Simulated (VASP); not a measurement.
# Bi (P3_121) in VASP: relaxation of cell and atoms with PBEsol

Aim: the relaxation of cell and atoms of Bi with PBEsol.

Everything below comes from runs of VASP 6.6.1. Logs are shortened: lines on timing, memory, paths and dates and some standing lists are left out, and cuts for length are marked.

### 1 The cell of the first run

Symmetry: P3_121, No. 152, trigonal system. The conventional cell has a = 4.746 Å, b = 4.746 Å, c = 5.385 Å, α = 90.00°, β = 90.00°, γ = 120.00°. Bi (site symmetry 2) has 2 Bi at 2.58 Å within 3.4 Å.

### 2 Relaxation of cell and atoms, PBEsol

File INCAR:

```
PREC = Accurate
ENCUT = 600
EDIFF = 1E-6
ISMEAR = 0
SIGMA = 0.1
LREAL = False
LASPH = True
NELM = 60
ALGO = Fast
ISIF = 3
LWAVE = False
LCHARG = False
GGA = PS
IBRION = 2
NSW = 90
EDIFFG = -0.04
```

File KPOINTS:

```
Automatic mesh
0
Gamma
  6 6 4
```

File POSCAR:

```
Bi
1.0
    4.7461921201      0.0000000000      0.0000000000
   -2.3730960601      4.1103229473      0.0000000000
    0.0000000000      0.0000000000      5.3847138384
Bi
3
Direct
    0.2254000000      0.0000000000      0.3333333333
    0.0000000000      0.2254000000      0.6666666667
    0.7746000000      0.7746000000      0.0000000000
```

Potentials or basis: VASP PAW PBE potentials, release 64 (Bi_d).

Started as:

```bash
$ cat potpaw_PBE.64/Bi_d/POTCAR > POTCAR
$ mpirun -np 1 vasp_std > vasp.out
```

OUTCAR:

```text
PREC = Accurate
   ENCUT = 600
   EDIFF = 1E-6
   ISMEAR = 0
   LREAL = False
   LASPH = True
   NELM = 60
   ISIF = 3
   GGA = PS
   IBRION = 2
   NSW = 90
   EDIFFG = -0.04

 ion  position               nearest neighbor table
   1  0.225  0.000  0.333-   3 2.58   2 2.58   3 3.73   3 3.73   2 3.73   2 3.73
   2  0.000  0.225  0.667-   3 2.58   1 2.58   3 3.73   3 3.73   1 3.73   1 3.73
   3  0.775  0.775  0.000-   1 2.58   2 2.58   2 3.73   1 3.73   1 3.73   2 3.73

  LATTYP: Found a hexagonal cell.
 ALAT       =     4.7461921201
 C/A-ratio  =     1.1345334749

  Lattice vectors:

 A1 = (   4.7461921201,   0.0000000000,   0.0000000000)
 A2 = (  -2.3730960601,   4.1103229473,   0.0000000000)
 A3 = (   0.0000000000,   0.0000000000,   5.3847138384)

Analysis of symmetry for initial positions (statically):
=====================================================================
 Subroutine PRICEL returns:
 Original cell was already a primitive cell.

 Routine SETGRP: Setting up the symmetry group for a
 hexagonal supercell.

 Subroutine GETGRP returns: Found  6 space group operations
 (whereof  2 operations were pure point group operations)
 out of a pool of 24 trial point group operations.

The static configuration has the point symmetry C_2 .
 The point group associated with its full space group is D_3 .

Analysis of symmetry for dynamics (positions and initial velocities):
=====================================================================
 Subroutine PRICEL returns:
 Original cell was already a primitive cell.

 Routine SETGRP: Setting up the symmetry group for a
 hexagonal supercell.

 Subroutine GETGRP returns: Found  6 space group operations
 (whereof  2 operations were pure point group operations)
 out of a pool of 24 trial point group operations.

The dynamic configuration has the point symmetry C_2 .
 The point group associated with its full space group is D_3 .

 Subroutine INISYM returns: Found  6 space group operations
 (whereof  2 operations are pure point group operations),
 and found     1 'primitive' translations

----------------------------------------------------------------------------------------

                                     Primitive cell

  volume of cell :     105.0471

  direct lattice vectors                    reciprocal lattice vectors
     4.746192120  0.000000000  0.000000000     0.210695221  0.121644943  0.000000000
    -2.373096060  4.110322947  0.000000000     0.000000000  0.243289886  0.000000000
     0.000000000  0.000000000  5.384713838     0.000000000  0.000000000  0.185710890

  length of vectors
     4.746192120  4.746192120  5.384713838     0.243289886  0.243289886  0.185710890

  position of ions in fractional coordinates (direct lattice)
     0.225400000  0.000000000  0.333333333
     1.000000000  0.225400000  0.666666667
     0.774600000  0.774600000  0.000000000

  ion indices of the primitive-cell ions
   primitive index   ion index
                 1           1
                 2           2
                 3           3

----------------------------------------------------------------------------------------

 KPOINTS: Automatic mesh

Automatic generation of k-mesh.
 Grid dimensions read from file:
 generate k-points for:    6    6    4

 Generating k-lattice:

  Cartesian coordinates                     Fractional coordinates (reciprocal lattice)
     0.035115870  0.020274157  0.000000000     0.166666667 -0.000000000  0.000000000
     0.000000000  0.040548314  0.000000000     0.000000000  0.166666667  0.000000000
     0.000000000  0.000000000  0.046427723     0.000000000  0.000000000  0.250000000

  Length of vectors
     0.040548314  0.040548314  0.046427723

  Shift w.r.t. Gamma in fractional coordinates (k-lattice)
     0.000000000  0.000000000  0.000000000

 Subroutine IBZKPT returns following result:
 ===========================================

 Found     24 irreducible k-points:

 Following reciprocal coordinates:
            Coordinates               Weight
  0.000000  0.000000  0.000000      1.000000
  0.166667  0.000000  0.000000      6.000000
  0.333333  0.000000  0.000000      6.000000
  0.500000  0.000000  0.000000      3.000000
  0.166667  0.166667  0.000000      6.000000
  0.333333  0.166667  0.000000     12.000000
[... 16 lines left out ...]
  0.333333  0.166667  0.500000     12.000000
  0.333333  0.333333  0.500000      2.000000
   k-points           NKPTS =     24   k-points in BZ     NKDIM =     24   number of bands    NBANDS=     27
   number of dos      NEDOS =    301   number of ions     NIONS =      3
   total plane-waves  NPLWV =  76800
   dimension x,y,z NGX =    40 NGY =   40 NGZ =   48
   dimension x,y,z NGXF=    80 NGYF=   80 NGZF=   96
   ions per type =               3
   NGX,Y,Z   is equivalent  to a cutoff of  14.01, 14.01, 14.82 a.u.
   NGXF,Y,Z  is equivalent  to a cutoff of  28.02, 28.02, 29.64 a.u.
 SYSTEM =  unknown system
   PREC   = accura    normal or accurate (medium, high low for compatibility)
   ISTART =      0    job   : 0-new  1-cont  2-samecut
   ICHARG =      2    charge: 1-file 2-atom 10-const
   ISPIN  =      1    spin polarized calculation?
   LNONCOLLINEAR =      F non collinear calculations
   LSORBIT =      F    spin-orbit coupling
   LASPH  =      T    aspherical Exc in radial PAW
   ENCUT  =  600.0 eV  44.10 Ry    6.64 a.u.   9.48  9.48 10.75*2*pi/ulx,y,z
   NELM   =     60;   NELMIN=  2; NELMDL= -5     # of ELM steps
   EDIFF  = 0.1E-05   stopping-criterion for ELM
   LREAL  =      F    real-space projection
   EDIFFG = -.4E-01   stopping-criterion for IOM
   NSW    =     90    number of steps for IOM
   IBRION =      2    ionic relax: 0-MD 1-quasi-New 2-CG
   NFREE  =      1    steps in history (QN), initial steepest desc. (CG)
   ISIF   =      3    stress and relaxation
   ISYM   =      2    0-nonsym 1-usesym 2-fastsym
   POTIM  = 0.5000    time-step for ionic-motion
   TEBEG  =    0.0;   TEEND  =   0.0 temperature during run
   PSTRESS=    0.0 pullay stress
   NELECT =      45.0000    total number of electrons
   NUPDOWN=      -1.0000    fix difference up-down
   EMIN   =  10.00;   EMAX   =-10.00  energy-range for DOS
   EFERMI =   0.00;   METHOD = LEGACY
   ISMEAR =     0;   SIGMA  =   0.10  broadening in eV -4-tet -1-fermi 0-gaus
   EFERMI_NEDOS =   21; number of points for ismear=-14 and -15
   IALGO  =     68    algorithm
   IMIX   =      4    mixing-type and parameters
     AMIX     =   0.40;   BMIX     =  1.00
     AMIX_MAG =   1.60;   BMIX_MAG =  1.00
  volume/ion in A,a.u.               =      35.02       236.30
  Fermi-wavevector in a.u.,A,eV,Ry     =   1.234102  2.332115 20.721777  1.523008
  Thomas-Fermi vector in A             =   2.368806
   LORBIT       =      0    0 simple, 1 ext, 2 COOP (PROOUT), +10 PAW based schemes
   GGA     = PS    functional components
   LHFCALC =     F    Hartree Fock is set to
   AEXX    =    0.0000 exact exchange contribution
   IVDW    =     0    specifies the selected vdW correction
   LEPSILON=     F    determine dielectric tensor
   LRPA    =     F    only Hartree local field effects (RPA)
 conjugate gradient relaxation of ions
 non-spin polarized calculation
 RMM-DIIS sequential band-by-band and
 Gauss-broadening in eV      SIGMA  =   0.10
  energy-cutoff  :      600.00
  volume of cell :      105.05
 maximum number of plane-waves:      3529
 NGX is ok and might be reduce to    40
   NGX = 19   NGY = 19   NGZ = 21

--------------------------------------- Ionic step        1  -------------------------------------------

 number of electron      45.0000009 magnetization

 Free energy of the ion-electron system (eV)
  ---------------------------------------------------
  ext. energy  EPLUGINS =         0.00000000
  ---------------------------------------------------
  free energy    TOTEN  =        -9.52440934 eV

  energy without entropy =       -9.49949040  energy(sigma->0) =       -9.51194987

------------------------ aborting loop because EDIFF is reached ----------------------------------------

  FORCE on cell =-STRESS in cart. coord.  units (eV):
  Direction    XX          YY          ZZ          XY          YZ          ZX
  --------------------------------------------------------------------------------------
  -------------------------------------------------------------------------------------
  Total        7.4083448      7.4083448     15.2130842     -0.0000000      0.0000000     -0.0000000
  in kB      112.9920480    112.9920480    232.0299054     -0.0000000      0.0000000     -0.0000000
  external PRESSURE =     152.6713338 kB  Pullay stress =       0.0000000 kB
[... 92 lines left out ...]
  FREE ENERGIE OF THE ION-ELECTRON SYSTEM (eV)
  ---------------------------------------------------
  free  energy   TOTEN  =       -11.4265343270 eV

  energy  without entropy=      -11.4047913113  energy(sigma->0) =      -11.41566282

 E-fermi :   4.8551     XC(G=0):  -9.1323

 val. band max:        4.8329144967   @ k =   0.0000   0.0000   0.5000
 cond. band min:       4.8606736388   @ k =   0.1667   0.0000   0.0000
 fundamental gap:      0.0277591421
 Fermi energy:         4.8551070215

 k-point     1 :       0.0000    0.0000    0.0000
  band No.  band energies     occupation
      1     -18.0030      2.00000
      2     -18.0030      2.00000
      3     -17.8502      2.00000
      4     -17.8299      2.00000
      5     -17.8299      2.00000
      6     -17.7963      2.00000
[... 709 lines left out ...]
     26       8.1065      0.00000
     27       8.1065      0.00000

 E-fermi :   6.7319     XC(G=0): -10.0227

 val. band max:        6.7081054775   @ k =   0.3333   0.3333   0.2500
 cond. band min:       6.8790946375   @ k =   0.0000   0.0000   0.2500
 fundamental gap:      0.1709891600
 Fermi energy:         6.7318684238

 k-point     1 :       0.0000    0.0000    0.0000
  band No.  band energies     occupation
      1     -16.0702      2.00000
      2     -16.0702      2.00000
      3     -15.8631      2.00000
      4     -15.8631      2.00000
      5     -15.8537      2.00000
      6     -15.8517      2.00000
[... 709 lines left out ...]
     26       9.3252      0.00000
     27       9.3252      0.00000

[... ionic steps 4 to 14 ...]

--------------------------------------- Ionic step       15  -------------------------------------------

 number of electron      45.0000007 magnetization

------------------------ aborting loop because EDIFF is reached ----------------------------------------

  FORCE on cell =-STRESS in cart. coord.  units (eV):
  Direction    XX          YY          ZZ          XY          YZ          ZX
  --------------------------------------------------------------------------------------
  -------------------------------------------------------------------------------------
  Total        0.0360201      0.0360201     -0.1243600     -0.0000000      0.0000000     -0.0000000
  in kB        0.5748202      0.5748202     -1.9845773     -0.0000000      0.0000000     -0.0000000
  external PRESSURE =      -0.2783123 kB  Pullay stress =       0.0000000 kB
[... 59 lines left out ...]
  energy  without entropy=      -12.7667000544  energy(sigma->0) =      -12.77172317

--------------------------------------- Ionic step       17  -------------------------------------------

 number of electron      45.0000005 magnetization

 Free energy of the ion-electron system (eV)
  ---------------------------------------------------
  ext. energy  EPLUGINS =         0.00000000
  ---------------------------------------------------
  free energy    TOTEN  =       -12.78830503 eV

  energy without entropy =      -12.78128051  energy(sigma->0) =      -12.78479277

 E-fermi :   6.6403     XC(G=0):  -9.9667

 val. band max:        6.6123621179   @ k =   0.0000   0.0000   0.2500
 cond. band min:       6.6886015401   @ k =   0.3333   0.3333   0.2500
 fundamental gap:      0.0762394223
 Fermi energy:         6.6402704470

 k-point     1 :       0.0000    0.0000    0.0000
  band No.  band energies     occupation
      1     -16.1931      2.00000
      2     -16.1931      2.00000
      3     -15.9860      2.00000
      4     -15.9860      2.00000
      5     -15.9822      2.00000
      6     -15.9813      2.00000
[... 739 lines left out ...]
  FREE ENERGIE OF THE ION-ELECTRON SYSTEM (eV)
  ---------------------------------------------------
  free  energy   TOTEN  =       -12.7883050286 eV

  energy  without entropy=      -12.7812805065  energy(sigma->0) =      -12.78479277

 reached required accuracy - stopping structural energy minimisation
```

It took 14 min on 1 thread of AMD EPYC 9R45 (Zen 5), shared host; peak memory 0.28 GiB.

Results:

```yaml
Free_energy: -12.7883 eV
Relaxed_volume: 33.48 Å³/atom
Relaxed_cell: a = 4.525 Å, b = 4.525 Å, c = 5.662 Å, α = 90.00°, β = 90.00°, γ = 120.00°
Space_group_after_relaxing_to_0.05_Å: R-3m (No. 166)
Energy_gained_by_relaxing: 1088.0 meV/atom
Ionic_steps: 17
Pressure_after_relaxing: 0.0 GPa
Largest_force_after_relaxing: 0.032 eV/Å
```

Forces on the atoms (eV/Å):
```
Bi  -0.032  0.000  0.000
Bi   0.016 -0.028  0.000
Bi   0.016  0.028  0.000
```

Step by step:
```
step  energy change (eV)  largest force (eV/Å)  pressure (GPa)  volume (Å³)
   1              0.0000                5.5405           15.27       105.05
   2             -0.7446                0.2070           -7.33       163.75
   3             -1.9021                0.9507           -3.27       130.71
   4             -1.9080                1.0481           -2.91       129.46
   5             -1.9090                1.1415           -2.59       128.26
   6             -2.2655                1.3140           -2.14       119.41
   7             -2.9787                1.2105            4.40        95.17
   8             -3.1463                0.6161            3.32        95.44
   9             -3.2182                0.0518            2.67        95.75
  10             -3.2189                0.0068            2.65        95.78
  11             -3.2530                0.0666            0.49        99.27
  12             -3.2543                0.0778            0.01       100.16
  13             -3.2560                0.0623            0.00       100.19
  14             -3.2596                0.0336            0.00       100.27
  15             -3.2635                0.0158           -0.03       100.40
  16             -3.2523                0.1591           -0.05       100.54
  17             -3.2639                0.0321           -0.05       100.43
```

Final structure:
```
Bi
1.0
     4.52546    0.00000    0.00000
    -2.26273    3.91916    0.00000
     0.00000    0.00000    5.66229
Bi
3
Direct
  0.33475 0.00000 0.33333
  0.00000 0.33475 0.66667
  0.66525 0.66525 0.00000
```

Levels at points of the mesh, in eV from the Fermi level:
| k point | band 20 | band 21 | band 22 | band 23 | band 24 | band 25 |
| --- | --- | --- | --- | --- | --- | --- |
| (0.00, 0.00, 0.00) | -0.76 | -0.76 | -0.73 | -0.73 | -0.72 | 3.27 |
| (0.50, 0.00, 0.00) | -3.05 | -2.76 | -2.75 | 1.80 | 1.81 | 1.93 |
| (0.00, 0.00, 0.50) | -1.23 | -1.23 | 0.80 | 0.80 | 1.05 | 1.08 |
| (0.50, 0.00, 0.50) | -1.75 | -1.74 | -1.70 | -1.69 | 2.68 | 2.70 |

Caveat: the PAW data sets were made with another functional, which shifts forces and pressure a little; spin-orbit coupling is left out, which moves the levels of the heavy elements.
